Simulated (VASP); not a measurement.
# H11C8 (a cell with a defect) in VASP: notebook

The runs below take H11C8 (a cell with a defect) through single point, with PBE.

All numbers are computed with VASP 6.6.1; they aren't measurements. Logs are shortened: lines on timing, memory, paths and dates and some standing lists are left out, and cuts for length are marked.

## Step 1: The cell of the first run

The cell holds a defect, 19 atoms: a = 4.890 Å, b = 4.890 Å, c = 8.275 Å, α = 81.81°, β = 81.81°, γ = 84.08°.

## Step 2: Single point, PBE

INCAR reads:

```
SYSTEM = H11C8
ALGO = Normal
EDIFF = 1E-7
ENCUT = 520
GGA = PE
ISIF = 2
ISMEAR = 0
LASPH = .TRUE.
LCHARG = .FALSE.
LREAL = Auto
LWAVE = .FALSE.
NBANDS = 36
NELM = 100
PREC = Accurate
SIGMA = 0.1
```

KPOINTS reads:

```
k-points
0
G
  3 3 2
  0 0 0
```

POSCAR reads:

```
H11C8
1.0
    3.6316850000      3.2747500000      0.0000000000
    3.6316850000     -3.2747500000      0.0000000000
    1.5866040000      0.0000000000     -8.1218800000
C H
8 11
Direct
    0.0794253259      0.0898239823      0.4640255704
    0.9455807198      0.8968847888      0.0462287057
    0.2642191976      0.2819384129      0.3651488325
    0.7482962736      0.7341205350      0.1290820598
    0.1246437201      0.0465241690      0.9701804262
    0.9238508478      0.9280988056      0.5443602959
    0.2969453465      0.2460846701      0.8693202805
    0.7370178497      0.7329656320      0.6382865790
    0.2743183067      0.2610540880      0.2339324147
    0.6332725947      0.7830504403      0.2454707531
    0.4763407665      0.2426557524      0.3981328215
    0.7090166141      0.5437297983      0.0853159613
    0.1921429409      0.4985086177      0.3803003738
    0.2662525204      0.2582754229      0.7391735657
    0.7389612726      0.7285320796      0.7712695829
    0.5191701043      0.1894093592      0.8767131502
    0.7963302431      0.5212405416      0.6078750240
    0.5221750262      0.7891752552      0.6127646555
    0.2467034426      0.4538899454      0.9076590642
```

Potentials or basis: VASP PAW PBE potentials, release 64 (C, H).

Run with:

```sh
$ cat potpaw_PBE.64/C/POTCAR potpaw_PBE.64/H/POTCAR > POTCAR
$ mpirun -np 1 vasp_std > vasp.out
```

OUTCAR:

```text
SYSTEM = H11C8
   EDIFF = 1E-7
   ENCUT = 520
   GGA = PE
   ISIF = 2
   ISMEAR = 0
   LASPH = .TRUE.
   LREAL = Auto
   NELM = 100
   PREC = Accurate

 ion  position               nearest neighbor table
   1  0.079  0.090  0.464-   6 1.22   3 1.45
   2  0.946  0.897  0.046-   5 1.24   4 1.36
   3  0.264  0.282  0.365-   9 1.10  13 1.10  11 1.10   1 1.45
   4  0.748  0.734  0.129-  10 1.09  12 1.09   2 1.36
   5  0.125  0.047  0.970-   2 1.24   7 1.45
   6  0.924  0.928  0.544-   1 1.22   8 1.45
   7  0.297  0.246  0.869-  19 1.10  14 1.10  16 1.10   5 1.45
   8  0.737  0.733  0.638-  15 1.10  17 1.10  18 1.10   6 1.45
   9  0.274  0.261  0.234-   3 1.10
  10  0.633  0.783  0.245-   4 1.09
  11  0.476  0.243  0.398-   3 1.10
  12  0.709  0.544  0.085-   4 1.09
  13  0.192  0.499  0.380-   3 1.10
  14  0.266  0.258  0.739-   7 1.10
  15  0.739  0.729  0.771-   8 1.10
  16  0.519  0.189  0.877-   7 1.10
  17  0.796  0.521  0.608-   8 1.10
  18  0.522  0.789  0.613-   8 1.10
  19  0.247  0.454  0.908-   7 1.10

  LATTYP: Found a base centered monoclinic cell.
 ALAT       =     7.2633700000
 B/A-ratio  =     0.9017164209
 C/A-ratio  =     1.1393334100
 COS(beta)  =    -0.1917253521

  Lattice vectors:

 A1 = (  -3.6316850000,  -3.2747500000,   0.0000000000)
 A2 = (  -3.6316850000,   3.2747500000,   0.0000000000)
 A3 = (   1.5866040000,   0.0000000000,  -8.1218800000)

Analysis of symmetry for initial positions (statically):
=====================================================================
 Subroutine PRICEL returns:
 Original cell was already a primitive cell.

 Routine SETGRP: Setting up the symmetry group for a
 base centered monoclinic supercell.

 Subroutine GETGRP returns: Found  1 space group operations
 (whereof  1 operations were pure point group operations)
 out of a pool of  4 trial point group operations.

The static configuration has the point symmetry C_1 .

Analysis of symmetry for dynamics (positions and initial velocities):
=====================================================================
 Subroutine PRICEL returns:
 Original cell was already a primitive cell.

 Routine SETGRP: Setting up the symmetry group for a
 base centered monoclinic supercell.

 Subroutine GETGRP returns: Found  1 space group operations
 (whereof  1 operations were pure point group operations)
 out of a pool of  4 trial point group operations.

The dynamic configuration has the point symmetry C_1 .

 Subroutine INISYM returns: Found  1 space group operations
 (whereof  1 operations are pure point group operations),
 and found     1 'primitive' translations

----------------------------------------------------------------------------------------

                                     Primitive cell

  volume of cell :     193.1848

  direct lattice vectors                    reciprocal lattice vectors
     3.631685000  3.274750000  0.000000000     0.137677139  0.152683411  0.026895140
     3.631685000 -3.274750000  0.000000000     0.137677139 -0.152683411  0.026895140
     1.586604000  0.000000000 -8.121880000     0.000000000  0.000000000 -0.123124203

  length of vectors
     4.890104651  4.890104651  8.275400110     0.207341668  0.207341668  0.123124203

  position of ions in fractional coordinates (direct lattice)
     0.079425326  0.089823982  0.464025570
     0.945580720  0.896884789  0.046228706
     0.264219198  0.281938413  0.365148832
     0.748296274  0.734120535  0.129082060
     0.124643720  0.046524169  0.970180426
     0.923850848  0.928098806  0.544360296
[... 11 lines left out ...]
     0.522175026  0.789175255  0.612764656
     0.246703443  0.453889945  0.907659064

  ion indices of the primitive-cell ions
   primitive index   ion index
                 1           1
                 2           2
                 3           3
                 4           4
                 5           5
                 6           6
[... 11 lines left out ...]
                18          18
                19          19

----------------------------------------------------------------------------------------

 KPOINTS: k-points

Automatic generation of k-mesh.
 Grid dimensions read from file:
 generate k-points for:    3    3    2

 Generating k-lattice:

  Cartesian coordinates                     Fractional coordinates (reciprocal lattice)
     0.045892380  0.050894470  0.008965047     0.333333333  0.000000000  0.000000000
     0.045892380 -0.050894470  0.008965047     0.000000000  0.333333333  0.000000000
     0.000000000  0.000000000 -0.061562101     0.000000000  0.000000000  0.500000000

  Length of vectors
     0.069113889  0.069113889  0.061562101

  Shift w.r.t. Gamma in fractional coordinates (k-lattice)
     0.000000000  0.000000000  0.000000000

 Subroutine IBZKPT returns following result:
 ===========================================

 Found     10 irreducible k-points:

 Following reciprocal coordinates:
            Coordinates               Weight
  0.000000  0.000000  0.000000      1.000000
  0.333333  0.000000  0.000000      2.000000
 -0.000000 -0.333333  0.000000      2.000000
  0.333333  0.333333  0.000000      2.000000
 -0.333333  0.333333  0.000000      2.000000
  0.000000  0.000000  0.500000      1.000000
  0.333333  0.000000  0.500000      2.000000
 -0.000000 -0.333333  0.500000      2.000000
  0.333333  0.333333  0.500000      2.000000
 -0.333333  0.333333  0.500000      2.000000
   k-points           NKPTS =     10   k-points in BZ     NKDIM =     10   number of bands    NBANDS=     36
   number of dos      NEDOS =    301   number of ions     NIONS =     19
   total plane-waves  NPLWV =  82944
   dimension x,y,z NGX =    36 NGY =   36 NGZ =   64
   dimension x,y,z NGXF=    72 NGYF=   72 NGZF=  128
   ions per type =               8  11
   NGX,Y,Z   is equivalent  to a cutoff of  12.24, 12.24, 12.86 a.u.
   NGXF,Y,Z  is equivalent  to a cutoff of  24.48, 24.48, 25.71 a.u.
 SYSTEM =  H11C8
   PREC   = accura    normal or accurate (medium, high low for compatibility)
   ISTART =      0    job   : 0-new  1-cont  2-samecut
   ICHARG =      2    charge: 1-file 2-atom 10-const
   ISPIN  =      1    spin polarized calculation?
   LNONCOLLINEAR =      F non collinear calculations
   LSORBIT =      F    spin-orbit coupling
   LASPH  =      T    aspherical Exc in radial PAW
   ENCUT  =  520.0 eV  38.22 Ry    6.18 a.u.   9.09  9.09 15.39*2*pi/ulx,y,z
   NELM   =    100;   NELMIN=  2; NELMDL= -5     # of ELM steps
   EDIFF  = 0.1E-06   stopping-criterion for ELM
   LREAL  =      T    real-space projection
   EDIFFG = 0.1E-05   stopping-criterion for IOM
   NSW    =      0    number of steps for IOM
   IBRION =     -1    ionic relax: 0-MD 1-quasi-New 2-CG
   NFREE  =      0    steps in history (QN), initial steepest desc. (CG)
   ISIF   =      2    stress and relaxation
   ISYM   =      2    0-nonsym 1-usesym 2-fastsym
   POTIM  = 0.5000    time-step for ionic-motion
   TEBEG  =    0.0;   TEEND  =   0.0 temperature during run
   PSTRESS=    0.0 pullay stress
   NELECT =      43.0000    total number of electrons
   NUPDOWN=      -1.0000    fix difference up-down
   EMIN   =  10.00;   EMAX   =-10.00  energy-range for DOS
   EFERMI =   0.00;   METHOD = LEGACY
   ISMEAR =     0;   SIGMA  =   0.10  broadening in eV -4-tet -1-fermi 0-gaus
   EFERMI_NEDOS =   21; number of points for ismear=-14 and -15
   IALGO  =     38    algorithm
   IMIX   =      4    mixing-type and parameters
     AMIX     =   0.40;   BMIX     =  1.00
     AMIX_MAG =   1.60;   BMIX_MAG =  1.00
  volume/ion in A,a.u.               =      10.17        68.61
  Fermi-wavevector in a.u.,A,eV,Ry     =   0.992141  1.874874 13.392807  0.984344
  Thomas-Fermi vector in A             =   2.123932
   LORBIT       =      0    0 simple, 1 ext, 2 COOP (PROOUT), +10 PAW based schemes
   GGA     = PE    functional components
   LHFCALC =     F    Hartree Fock is set to
   AEXX    =    0.0000 exact exchange contribution
   IVDW    =     0    specifies the selected vdW correction
   LEPSILON=     F    determine dielectric tensor
   LRPA    =     F    only Hartree local field effects (RPA)
 non-spin polarized calculation
 Gauss-broadening in eV      SIGMA  =   0.10
  energy-cutoff  :      520.00
  volume of cell :      193.18
 maximum number of plane-waves:      5230
   NGX = 19   NGY = 19   NGZ = 31

 number of electron      43.0000003 magnetization

 Free energy of the ion-electron system (eV)
  ---------------------------------------------------
  ext. energy  EPLUGINS =         0.00000000
  ---------------------------------------------------
  free energy    TOTEN  =      -108.16120585 eV

  energy without entropy =     -108.13200479  energy(sigma->0) =     -108.14660532

 E-fermi :  -0.1400     XC(G=0):  -7.3599

 val. band max:       -0.5256420220   @ k =  -0.0000  -0.3333   0.5000
 cond. band min:      -0.1144504637   @ k =   0.3333   0.0000   0.0000
 fundamental gap:      0.4111915583
 Fermi energy:        -0.1399976769

 k-point     1 :       0.0000    0.0000    0.0000
  band No.  band energies     occupation
      1     -16.0097      2.00000
      2     -15.6360      2.00000
      3     -14.5467      2.00000
      4     -14.3881      2.00000
      5     -12.5861      2.00000
      6     -12.4027      2.00000
[... 25 lines left out ...]
     32       7.1299      0.00000
     33       7.4688      0.00000

 k-point     2 :       0.3333    0.0000    0.0000
  band No.  band energies     occupation
      1     -15.9184      2.00000
      2     -15.5832      2.00000
      3     -14.5985      2.00000
      4     -14.4642      2.00000
      5     -12.5504      2.00000
      6     -12.4841      2.00000
[... 25 lines left out ...]
     32       7.2191      0.00000
     33       7.5326      0.00000
[... 250 lines left out ...]
     32       6.8388      0.00000
     33       7.0291      0.00000

 k-point    10 :      -0.3333    0.3333    0.5000
  band No.  band energies     occupation
      1     -15.8490      2.00000
      2     -15.5125      2.00000
      3     -14.5999      2.00000
      4     -14.5345      2.00000
      5     -12.6045      2.00000
      6     -12.5548      2.00000
[... 25 lines left out ...]
     32       6.2956      0.00000
     33       6.5750      0.00000
 [bands above 33 left out]

------------------------ aborting loop because EDIFF is reached ----------------------------------------

  FORCE on cell =-STRESS in cart. coord.  units (eV):
  Direction    XX          YY          ZZ          XY          YZ          ZX
  --------------------------------------------------------------------------------------
  -------------------------------------------------------------------------------------
  Total        0.3442526      0.2311559      0.9988842     -0.4494579      0.1047927      0.1534464
  in kB        2.8550583      1.9170910      8.2842435     -3.7275778      0.8690981      1.2726070
  external PRESSURE =       4.3521309 kB  Pullay stress =       0.0000000 kB

 VOLUME and BASIS-vectors are now :
 -----------------------------------------------------------------------------
  energy-cutoff  :      520.00
  volume of cell :      193.18
      direct lattice vectors                 reciprocal lattice vectors
     3.631685000  3.274750000  0.000000000     0.137677139  0.152683411  0.026895140
     3.631685000 -3.274750000  0.000000000     0.137677139 -0.152683411  0.026895140
     1.586604000  0.000000000 -8.121880000     0.000000000  0.000000000 -0.123124203

 POSITION                                       TOTAL-FORCE (eV/Angst)
 -----------------------------------------------------------------------------------
      1.35088     -0.03405     -3.76876         0.046315     -0.007800      0.025669
      6.76460      0.15947     -0.37546        -0.008384     -0.003492     -0.012361
      2.56282     -0.05803     -2.96569         0.000894     -0.009547     -0.001391
      5.58847      0.04642     -1.04839        -0.003192      0.007230      0.009413
      2.16092      0.25582     -7.87969         0.010921      0.008205      0.002016
      7.58938     -0.01391     -4.42123        -0.046474      0.012754     -0.031173
[... 11 lines left out ...]
      5.73463     -0.87436     -4.97680        -0.012953     -0.016547      0.000630
      3.98443     -0.67848     -7.37190         0.014501     -0.015083     -0.004434
 -----------------------------------------------------------------------------------
    total drift:                                0.001170     -0.006152     -0.001229

  FREE ENERGIE OF THE ION-ELECTRON SYSTEM (eV)
  ---------------------------------------------------
  free  energy   TOTEN  =      -108.1612058535 eV

  energy  without entropy=     -108.1320047924  energy(sigma->0) =     -108.14660532
```

Run time: 2.3 min. Hardware: 1 thread of Intel Xeon 8259CL, shared host; peak memory 0.28 GiB.

What came out:

```
Free energy            : -108.1612 eV
Pressure               : 0.4 GPa
Largest force          : 0.057 eV/Å
Band gap on the k mesh : zero (an odd number of electrons rules out a gap without spin polarisation)
```

Forces on the atoms (eV/Å):
```
C    0.046 -0.008  0.026
C   -0.008 -0.003 -0.012
C    0.001 -0.010 -0.001
C   -0.003  0.007  0.009
C    0.011  0.008  0.002
C   -0.046  0.013 -0.031
C   -0.014  0.000  0.000
C    0.012 -0.005  0.007
H   -0.005  0.005  0.021
H   -0.002 -0.008 -0.012
H    0.014  0.019 -0.003
H   -0.013  0.006  0.000
H    0.007 -0.020 -0.003
H   -0.002 -0.004  0.020
H   -0.001 -0.002 -0.021
H    0.012  0.017 -0.003
H   -0.009  0.017  0.005
H   -0.013 -0.017  0.001
H    0.015 -0.015 -0.004
```

Caveat: the k points lie up to 0.43 Å⁻¹ apart, too coarse for converged energies and pressures of a metal.

## Step 3: Single point, PBE

INCAR reads:

```
SYSTEM = H11C8
PREC = Accurate ; ENCUT = 520
EDIFF = 1E-7 ; ISMEAR = 0
SIGMA = 0.1 ; LREAL = Auto
LASPH = .TRUE. ; NELM = 60
ALGO = Normal ; ISIF = 2
LWAVE = .FALSE. ; LCHARG = .TRUE.
GGA = PE ; LELF = .TRUE.
LVHAR = .TRUE. ; NBANDS = 36
```

KPOINTS reads:

```
Automatic mesh
0
G
  3 3 2
  0 0 0
```

POSCAR reads:

```
H11C8
1.0
    3.6316850000      3.2747500000      0.0000000000
    3.6316850000     -3.2747500000      0.0000000000
    1.5866040000      0.0000000000     -8.1218800000
C H
8 11
Direct
    0.0833026512      0.0867056591      0.4627615774
    0.9326954219      0.9066387764      0.0457433501
    0.2699872672      0.2767612195      0.3636047319
    0.7429272030      0.7359886580      0.1289089472
    0.1051027458      0.0634241444      0.9693788876
    0.9259888553      0.9270674109      0.5434672760
    0.2831904522      0.2603740540      0.8713667279
    0.7367171528      0.7349661794      0.6380991839
    0.2691651331      0.2649620642      0.2321330776
    0.6645027517      0.7497886514      0.2577537467
    0.4847338203      0.2268316904      0.3908077933
    0.6721402361      0.5734691925      0.0714676897
    0.2074271478      0.4927567150      0.3846667274
    0.2701979068      0.2626550409      0.7396022842
    0.7359950084      0.7351280720      0.7709103065
    0.5022427725      0.2084475209      0.8901746886
    0.7958061539      0.5216246134      0.6104827946
    0.5227851975      0.7911064434      0.6107954070
    0.2244758791      0.4716495565      0.9032485090
```

Potentials or basis: VASP PAW PBE potentials, release 64 (C, H).

Run with:

```sh
$ cat potpaw_PBE.64/C/POTCAR potpaw_PBE.64/H/POTCAR > POTCAR
$ mpirun -np 1 vasp_std > vasp.out
```

OUTCAR:

```text
SYSTEM = H11C8
   PREC = Accurate
   ENCUT = 520
   EDIFF = 1E-7
   ISMEAR = 0
   LREAL = Auto
   LASPH = .TRUE.
   NELM = 60
   ISIF = 2
   GGA = PE

 ion  position               nearest neighbor table
   1  0.083  0.087  0.463-   6 1.22   3 1.45
   2  0.933  0.907  0.046-   5 1.24   4 1.36
   3  0.270  0.277  0.364-   9 1.10  13 1.10  11 1.10   1 1.45
   4  0.743  0.736  0.129-  10 1.09  12 1.09   2 1.36
   5  0.105  0.063  0.969-   2 1.24   7 1.45
   6  0.926  0.927  0.543-   1 1.22   8 1.45
   7  0.283  0.260  0.871-  14 1.10  19 1.10  16 1.10   5 1.45
   8  0.737  0.735  0.638-  15 1.10  17 1.10  18 1.10   6 1.45
[... 591 lines left out ...]
  Total        0.3605492      0.2325097      1.0022356     -0.3512021      0.0882149      0.2184116
  in kB        2.9902138      1.9283185      8.3120384     -2.9126935      0.7316102      1.8113956
  external PRESSURE =       4.4101902 kB  Pullay stress =       0.0000000 kB

 VOLUME and BASIS-vectors are now :
 -----------------------------------------------------------------------------
  energy-cutoff  :      520.00
  volume of cell :      193.18
      direct lattice vectors                 reciprocal lattice vectors
     3.631685000  3.274750000  0.000000000     0.137677139  0.152683411  0.026895140
     3.631685000 -3.274750000  0.000000000     0.137677139 -0.152683411  0.026895140
     1.586604000  0.000000000 -8.121880000     0.000000000  0.000000000 -0.123124203

 POSITION                                       TOTAL-FORCE (eV/Angst)
 -----------------------------------------------------------------------------------
      1.35164     -0.01114     -3.75849         0.059350     -0.005624      0.034430
      6.75246      0.08533     -0.37152         0.003219     -0.006008     -0.019785
      2.56251     -0.02218     -2.95315        -0.012856      0.001643     -0.007339
      5.57548      0.02272     -1.04698        -0.058077     -0.005671     -0.028222
      2.15006      0.13649     -7.87318         0.012859      0.025886      0.019680
      7.59198     -0.00353     -4.41398        -0.037573      0.000798     -0.032808
[... 11 lines left out ...]
      5.74073     -0.87869     -4.96081        -0.014412     -0.015420      0.004802
      3.96121     -0.80943     -7.33608         0.010311     -0.010744     -0.004087
 -----------------------------------------------------------------------------------
    total drift:                                0.019606     -0.019054     -0.017817

  FREE ENERGIE OF THE ION-ELECTRON SYSTEM (eV)
  ---------------------------------------------------
  free  energy   TOTEN  =      -108.1537289783 eV

  energy  without entropy=     -108.1311082172  energy(sigma->0) =     -108.14241860
```

It took 2.6 min on 1 thread of Intel Xeon 8259CL, shared host; peak memory 0.28 GiB.

Results:

```yaml
Free_energy: -108.1537 eV
Pressure: 0.4 GPa
Largest_force: 0.069 eV/Å
Band_gap_on_the_k_mesh: zero (an odd number of electrons rules out a gap without spin polarisation)
```

Forces in eV/Å, atoms in the order of the input:
```
C    0.059 -0.006  0.034
C    0.003 -0.006 -0.020
C   -0.013  0.002 -0.007
C   -0.058 -0.006 -0.028
C    0.013  0.026  0.020
C   -0.038  0.001 -0.033
C    0.003 -0.005 -0.008
C    0.006 -0.002  0.003
H   -0.004  0.000  0.021
H    0.000 -0.015  0.027
H    0.013  0.012 -0.004
H    0.012  0.008 -0.010
H    0.008 -0.018  0.000
H   -0.001  0.000  0.020
H    0.002  0.000 -0.021
H    0.011  0.017  0.002
H   -0.012  0.017  0.003
H   -0.014 -0.015  0.005
H    0.010 -0.011 -0.004
```

Stress tensor (GPa, compression positive):
```
 0.30 -0.29  0.18
-0.29  0.19  0.07
 0.18  0.07  0.83
```

Levels at points of the mesh, in eV from the Fermi level:
```csv
k point,band 20,band 21,band 22,band 23,band 24,band 25
"(0.00, 0.00, 0.00)",-2.52,-2.19,-0.42,3.17,3.72,4.29
"(0.00, 0.00, 0.50)",-2.42,-2.20,-0.42,3.63,3.84,4.21
```

Caveat: the k points lie up to 0.43 Å⁻¹ apart, too coarse for converged energies and pressures of a metal.

[end of part 1 of 2]
